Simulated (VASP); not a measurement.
# Pd (Fm-3m) in VASP: further runs

Pd is run at these levels: LDA; tasks: single point.

All numbers are computed with VASP 6.6.1; they aren't measurements. Logs are shortened: lines on timing, memory, paths and dates and some standing lists are left out, and cuts for length are marked.

## 1. The cell of the first run

The structure is cubic, space group Fm-3m (No. 225). The conventional cell has a = 3.842 Å, b = 3.842 Å, c = 3.842 Å, α = 90.00°, β = 90.00°, γ = 90.00°. Pd (site symmetry m-3m) has 12 Pd at 2.72 Å within 3.6 Å.

## 2. Single point, LDA

The input, INCAR:

```
PREC = Accurate
ENCUT = 520
EDIFF = 1E-6
ISMEAR = -1
SIGMA = 0.1
LREAL = F
LASPH = T
NELM = 60
ALGO = Normal
ISIF = 2
LWAVE = F
LCHARG = T
GGA = CA
LELF = T
LVHAR = T
NBANDS = 11
```

The input, KPOINTS:

```
Automatic mesh
0
Gamma
  14 14 14
```

The input, POSCAR:

```
Pd
1.0
    0.0000000000      1.9211411165      1.9211411165
    1.9211411165      0.0000000000      1.9211411165
    1.9211411165      1.9211411165      0.0000000000
Pd
1
Direct
    0.0000000000      0.0000000000      0.0000000000
```

Potentials or basis: VASP PAW LDA potentials, release 64 (Pd).

Launch:

```bash
cat potpaw_LDA.64/Pd/POTCAR > POTCAR
mpirun -np 1 vasp_std > vasp.out
```

OUTCAR:

```text
PREC = Accurate
   ENCUT = 520
   EDIFF = 1E-6
   ISMEAR = -1
   LREAL = F
   LASPH = T
   NELM = 60
   ISIF = 2
   GGA = CA

 ion  position               nearest neighbor table
   1  0.000  0.000  0.000-

  LATTYP: Found a face centered cubic cell.
 ALAT       =     3.8422822330

  Lattice vectors:

 A1 = (   0.0000000000,   1.9211411165,   1.9211411165)
 A2 = (   1.9211411165,   0.0000000000,   1.9211411165)
 A3 = (   1.9211411165,   1.9211411165,   0.0000000000)

Analysis of symmetry for initial positions (statically):
[... 33 lines left out ...]
                                     Primitive cell

  volume of cell :      14.1810

  direct lattice vectors                    reciprocal lattice vectors
     0.000000000  1.921141117  1.921141117    -0.260261985  0.260261985  0.260261985
     1.921141117  0.000000000  1.921141117     0.260261985 -0.260261985  0.260261985
     1.921141117  1.921141117  0.000000000     0.260261985  0.260261985 -0.260261985

  length of vectors
     2.716903822  2.716903822  2.716903822     0.450786981  0.450786981  0.450786981

  position of ions in fractional coordinates (direct lattice)
     0.000000000  0.000000000  0.000000000

  ion indices of the primitive-cell ions
   primitive index   ion index
                 1           1

----------------------------------------------------------------------------------------

 KPOINTS: Automatic mesh

Automatic generation of k-mesh.
 Grid dimensions read from file:
 generate k-points for:   14   14   14

 Generating k-lattice:

  Cartesian coordinates                     Fractional coordinates (reciprocal lattice)
    -0.018590142  0.018590142  0.018590142     0.071428571  0.000000000  0.000000000
     0.018590142 -0.018590142  0.018590142     0.000000000  0.071428571  0.000000000
     0.018590142  0.018590142 -0.018590142     0.000000000  0.000000000  0.071428571

  Length of vectors
     0.032199070  0.032199070  0.032199070

  Shift w.r.t. Gamma in fractional coordinates (k-lattice)
     0.000000000  0.000000000  0.000000000

 Subroutine IBZKPT returns following result:
 ===========================================

 Found    104 irreducible k-points:

 Following reciprocal coordinates:
            Coordinates               Weight
  0.000000  0.000000  0.000000      1.000000
  0.071429  0.000000  0.000000      8.000000
  0.142857  0.000000  0.000000      8.000000
  0.214286  0.000000  0.000000      8.000000
  0.285714  0.000000  0.000000      8.000000
  0.357143  0.000000  0.000000      8.000000
[... 16 lines left out ...]
  0.214286  0.142857  0.000000     24.000000
  0.285714  0.142857  0.000000     24.000000
 [... further k-points ...]
   k-points           NKPTS =    104   k-points in BZ     NKDIM =    104   number of bands    NBANDS=     11
   number of dos      NEDOS =    301   number of ions     NIONS =      1
   total plane-waves  NPLWV =   8000
   dimension x,y,z NGX =    20 NGY =   20 NGZ =   20
   dimension x,y,z NGXF=    40 NGYF=   40 NGZF=   40
   ions per type =               1
   NGX,Y,Z   is equivalent  to a cutoff of  12.24, 12.24, 12.24 a.u.
   NGXF,Y,Z  is equivalent  to a cutoff of  24.48, 24.48, 24.48 a.u.
 SYSTEM =  unknown system
   PREC   = accura    normal or accurate (medium, high low for compatibility)
   ISTART =      0    job   : 0-new  1-cont  2-samecut
   ICHARG =      2    charge: 1-file 2-atom 10-const
   ISPIN  =      1    spin polarized calculation?
   LNONCOLLINEAR =      F non collinear calculations
   LSORBIT =      F    spin-orbit coupling
   LASPH  =      T    aspherical Exc in radial PAW
   ENCUT  =  520.0 eV  38.22 Ry    6.18 a.u.   5.05  5.05  5.05*2*pi/ulx,y,z
   NELM   =     60;   NELMIN=  2; NELMDL= -5     # of ELM steps
   EDIFF  = 0.1E-05   stopping-criterion for ELM
   LREAL  =      F    real-space projection
   EDIFFG = 0.1E-04   stopping-criterion for IOM
   NSW    =      0    number of steps for IOM
   IBRION =     -1    ionic relax: 0-MD 1-quasi-New 2-CG
   NFREE  =      0    steps in history (QN), initial steepest desc. (CG)
   ISIF   =      2    stress and relaxation
   ISYM   =      2    0-nonsym 1-usesym 2-fastsym
   POTIM  = 0.5000    time-step for ionic-motion
   TEBEG  =    0.0;   TEEND  =   0.0 temperature during run
   PSTRESS=    0.0 pullay stress
   NELECT =      10.0000    total number of electrons
   NUPDOWN=      -1.0000    fix difference up-down
   EMIN   =  10.00;   EMAX   =-10.00  energy-range for DOS
   EFERMI =   0.00;   METHOD = LEGACY
   ISMEAR =    -1;   SIGMA  =   0.10  broadening in eV -4-tet -1-fermi 0-gaus
   EFERMI_NEDOS =   21; number of points for ismear=-14 and -15
   IALGO  =     38    algorithm
   IMIX   =      4    mixing-type and parameters
     AMIX     =   0.40;   BMIX     =  1.00
     AMIX_MAG =   1.60;   BMIX_MAG =  1.00
  volume/ion in A,a.u.               =      14.18        95.70
  Fermi-wavevector in a.u.,A,eV,Ry     =   1.457154  2.753622 28.889235  2.123299
  Thomas-Fermi vector in A             =   2.573989
   LORBIT       =      0    0 simple, 1 ext, 2 COOP (PROOUT), +10 PAW based schemes
   GGA     = CA    functional components
   LHFCALC =     F    Hartree Fock is set to
   AEXX    =    0.0000 exact exchange contribution
   IVDW    =     0    specifies the selected vdW correction
   LEPSILON=     F    determine dielectric tensor
   LRPA    =     F    only Hartree local field effects (RPA)
 non-spin polarized calculation
  energy-cutoff  :      520.00
  volume of cell :       14.18
 maximum number of plane-waves:       392
   NGX = 11   NGY = 11   NGZ = 11

 number of electron      10.0000005 magnetization

 Free energy of the ion-electron system (eV)
  ---------------------------------------------------
  ext. energy  EPLUGINS =         0.00000000
  ---------------------------------------------------
  free energy    TOTEN  =        -6.52306921 eV

  energy without entropy =       -6.45527679  energy(sigma->0) =       -6.48917300

 E-fermi :  10.2977     XC(G=0): -13.7599

 val. band max:       10.2809825936   @ k =   0.4286   0.2143   0.0000
 cond. band min:      10.2981064325   @ k =   0.5000   0.1429   0.0000
 fundamental gap:      0.0171238390
 Fermi energy:        10.2976630580

 k-point     1 :       0.0000    0.0000    0.0000
  band No.  band energies     occupation
      1       2.7346      2.00000
      2       7.2216      2.00000
      3       7.2216      2.00000
      4       7.2216      2.00000
      5       8.9732      2.00000
      6       8.9732      2.00000
      7      27.4217      0.00000
      8      32.3661      0.00000
      9      32.3661      0.00000
     10      32.3661      0.00000
     11      35.8919      0.00000

 k-point     2 :       0.0714    0.0000    0.0000
  band No.  band energies     occupation
      1       2.9262      2.00000
      2       7.1513      2.00000
      3       7.2896      2.00000
      4       7.2896      2.00000
      5       8.9401      2.00000
      6       8.9401      2.00000
      7      27.6404      0.00000
      8      31.2223      0.00000
      9      32.6020      0.00000
     10      32.6020      0.00000
     11      35.9184      0.00000

 k-point     3 :       0.1429    0.0000    0.0000
  band No.  band energies     occupation
      1       3.4615      2.00000
      2       7.0025      2.00000
      3       7.4475      2.00000
      4       7.4475      2.00000
      5       8.8931      2.00000
      6       8.8931      2.00000
      7      27.9911      0.00000
      8      29.2054      0.00000
      9      33.2510      0.00000
     10      33.2510      0.00000
     11      35.9265      0.00000

 k-point     4 :       0.2143    0.0000    0.0000
  band No.  band energies     occupation
      1       4.1692      2.00000
      2       6.9943      2.00000
      3       7.5505      2.00000
      4       7.5505      2.00000
      5       8.9857      2.00000
      6       8.9857      2.00000
      7      26.3365      0.00000
      8      28.7187      0.00000
      9      34.0785      0.00000
     10      34.0785      0.00000
     11      35.9409      0.00000

 k-point     5 :       0.2857    0.0000    0.0000
  band No.  band energies     occupation
      1       4.6479      2.00000
      2       7.4885      2.00000
      3       7.4885      2.00000
      4       7.5599      2.00000
      5       9.3182      1.99989
      6       9.3182      1.99989
      7      23.7685      0.00000
      8      28.2894      0.00000
      9      34.1775      0.00000
     10      34.1775      0.00000
     11      35.9997      0.00000

 k-point     6 :       0.3571    0.0000    0.0000
  band No.  band energies     occupation
      1       4.7163      2.00000
      2       7.3439      2.00000
      3       7.3439      2.00000
      4       8.8430      2.00000
      5       9.7611      1.99070
      6       9.7611      1.99070
      7      21.1551      0.00000
      8      27.5582      0.00000
      9      32.9998      0.00000
     10      32.9998      0.00000
     11      35.9046      0.00000

 k-point     7 :       0.4286    0.0000    0.0000
  band No.  band energies     occupation
      1       4.6443      2.00000
      2       7.2224      2.00000
      3       7.2224      2.00000
      4      10.1239      1.70068
      5      10.1239      1.70068
      6      10.3482      0.75239
      7      18.8928      0.00000
      8      27.0026      0.00000
      9      31.9637      0.00000
     10      31.9637      0.00000
     11      35.9131      0.00000

 k-point     8 :       0.5000    0.0000    0.0000
  band No.  band energies     occupation
      1       4.6061      2.00000
      2       7.1768      2.00000
      3       7.1768      2.00000
      4      10.2634      1.16961
      5      10.2634      1.16961
      6      11.1373      0.00045
      7      17.8538      0.00000
      8      26.8050      0.00000
      9      31.5827      0.00000
     10      31.5827      0.00000
     11      35.9153      0.00000
[... 141 lines left out ...]
 k-point    19 :      -0.2143    0.0714    0.0000
  band No.  band energies     occupation
      1       4.5368      2.00000
      2       6.8973      2.00000
      3       7.5775      2.00000
      4       7.6528      2.00000
      5       8.7494      2.00000
      6       9.4960      1.99934
      7      25.6126      0.00000
      8      28.5790      0.00000
      9      32.5085      0.00000
     10      34.7061      0.00000
     11      35.8116      0.00000

 k-point    20 :      -0.1429    0.0714    0.0000
  band No.  band energies     occupation
      1       3.8503      2.00000
      2       6.8468      2.00000
      3       7.5722      2.00000
      4       7.5743      2.00000
      5       8.6494      2.00000
      6       9.1488      1.99998
      7      27.8778      0.00000
      8      28.7234      0.00000
      9      32.2552      0.00000
     10      34.4939      0.00000
     11      35.8094      0.00000

 k-point    21 :      -0.0714    0.0714    0.0000
  band No.  band energies     occupation
      1       3.2349      2.00000
      2       7.0186      2.00000
      3       7.3848      2.00000
      4       7.4303      2.00000
      5       8.7854      2.00000
      6       9.0142      1.99999
      7      27.9500      0.00000
      8      30.1922      0.00000
      9      32.1490      0.00000
     10      33.3694      0.00000
     11      35.9266      0.00000

 k-point    22 :       0.1429    0.1429    0.0000
  band No.  band energies     occupation
      1       3.7061      2.00000
      2       6.6852      2.00000
      3       7.6938      2.00000
      4       7.6938      2.00000
      5       8.4474      2.00000
      6       9.1952      1.99997
      7      28.5556      0.00000
      8      30.3186      0.00000
      9      31.5270      0.00000
     10      31.5270      0.00000
     11      35.9010      0.00000

 k-point    23 :       0.2143    0.1429    0.0000
  band No.  band energies     occupation
      1       4.2708      2.00000
      2       6.4599      2.00000
      3       7.8011      2.00000
      4       7.9124      2.00000
      5       8.4610      2.00000
      6       9.3250      1.99988
      7      28.3578      0.00000
      8      29.2395      0.00000
      9      30.9613      0.00000
     10      31.8369      0.00000
     11      35.8352      0.00000

 k-point    24 :       0.2857    0.1429    0.0000
  band No.  band energies     occupation
      1       4.8966      2.00000
      2       6.3993      2.00000
      3       7.5488      2.00000
      4       7.9996      2.00000
      5       9.1055      1.99999
      6       9.5827      1.99843
      7      25.9267      0.00000
      8      29.0815      0.00000
      9      30.4364      0.00000
     10      32.2610      0.00000
     11      35.8203      0.00000

 [... further k-points ...]
[... 5 lines left out ...]
  --------------------------------------------------------------------------------------
  -------------------------------------------------------------------------------------
  Total        0.0240049      0.0240049      0.0240049     -0.0000000     -0.0000000      0.0000000
  in kB        2.7120821      2.7120821      2.7120821     -0.0000000     -0.0000000      0.0000000
  external PRESSURE =       2.7120821 kB  Pullay stress =       0.0000000 kB

 VOLUME and BASIS-vectors are now :
 -----------------------------------------------------------------------------
  energy-cutoff  :      520.00
  volume of cell :       14.18
      direct lattice vectors                 reciprocal lattice vectors
     0.000000000  1.921141117  1.921141117    -0.260261985  0.260261985  0.260261985
     1.921141117  0.000000000  1.921141117     0.260261985 -0.260261985  0.260261985
     1.921141117  1.921141117  0.000000000     0.260261985  0.260261985 -0.260261985

 POSITION                                       TOTAL-FORCE (eV/Angst)
 -----------------------------------------------------------------------------------
      0.00000      0.00000      0.00000         0.000000      0.000000     -0.000000
 -----------------------------------------------------------------------------------
    total drift:                                0.000000      0.000000     -0.000000

  FREE ENERGIE OF THE ION-ELECTRON SYSTEM (eV)
  ---------------------------------------------------
  free  energy   TOTEN  =        -6.5230692108 eV

  energy  without entropy=       -6.4552767893  energy(sigma->0) =       -6.48917300
```

It took 11 s on 1 thread of Intel Xeon Platinum 8259CL at 2.50GHz (Skylake/Cascade Lake), shared host; peak memory 0.13 GiB.

Results:

```yaml
Free_energy: -6.5231 eV
Pressure: 0.3 GPa
Band_gap_on_the_k_mesh: zero (band 5 reaches 10.60 eV, above the bottom of band 6 at 8.89 eV)
```

Levels at points of the mesh, in eV from the Fermi level:
```tsv
k point	band 2	band 3	band 4	band 5	band 6	band 7	band 8	band 9
(0.00, 0.00, 0.00)	-3.08	-3.08	-3.08	-1.32	-1.32	17.12	22.07	22.07
(0.50, 0.00, 0.00)	-3.12	-3.12	-0.03	-0.03	0.84	7.56	16.51	21.29
(0.50, 0.50, 0.00)	-5.50	-0.05	0.30	0.30	3.23	11.12	13.26	13.26
```

## 3. Single point, LDA

The input, INCAR:

```
PREC     = Accurate       # precision mode
ENCUT    = 520            # plane-wave cutoff, eV
EDIFF    = 1E-7           # SCF threshold, eV
ISMEAR   = -1             # smearing method
SIGMA    = 0.1            # smearing width, eV
LREAL    = F              # projectors in reciprocal space
LASPH    = T              # aspherical terms in the spheres
NELM     = 80             # most SCF steps
ALGO     = Normal         # electronic algorithm
ISIF     = 2              # what is computed and relaxed
LWAVE    = F              # write WAVECAR
LCHARG   = F              # write CHGCAR
NBANDS   = 11             # bands
```

KPOINTS is that of step 2.

POSCAR is that of step 2.

Potentials or basis: VASP PAW LDA potentials, release 64 (Pd).

Launch:

```bash
cat potpaw_LDA.64/Pd/POTCAR > POTCAR
mpirun -np 1 vasp_std > vasp.out
```

Run time: 11 s. Hardware: 1 thread of Intel Xeon Platinum 8259CL at 2.50GHz (Skylake/Cascade Lake), shared host; peak memory 0.13 GiB.

It converged, with:

| Item | Value |
| --- | --- |
| Free energy | -6.5231 eV |
| Pressure | 0.2 GPa |
| Band gap on the k mesh | zero (band 5 reaches 10.60 eV, above the bottom of band 6 at 8.89 eV) |

Levels at points of the mesh, in eV from the Fermi level:
```csv
k point,band 1,band 2,band 3,band 4,band 5,band 6,band 7,band 8,band 9,band 10
"(0.00, 0.00, 0.00)",-7.56,-3.08,-3.08,-3.08,-1.32,-1.32,17.12,22.07,22.07,22.07
"(0.50, 0.00, 0.00)",-5.69,-3.12,-3.12,-0.03,-0.03,0.84,7.56,16.51,21.28,21.28
"(0.50, 0.50, 0.00)",-5.79,-5.50,-0.05,0.30,0.30,3.23,11.12,13.26,13.26,22.08
```
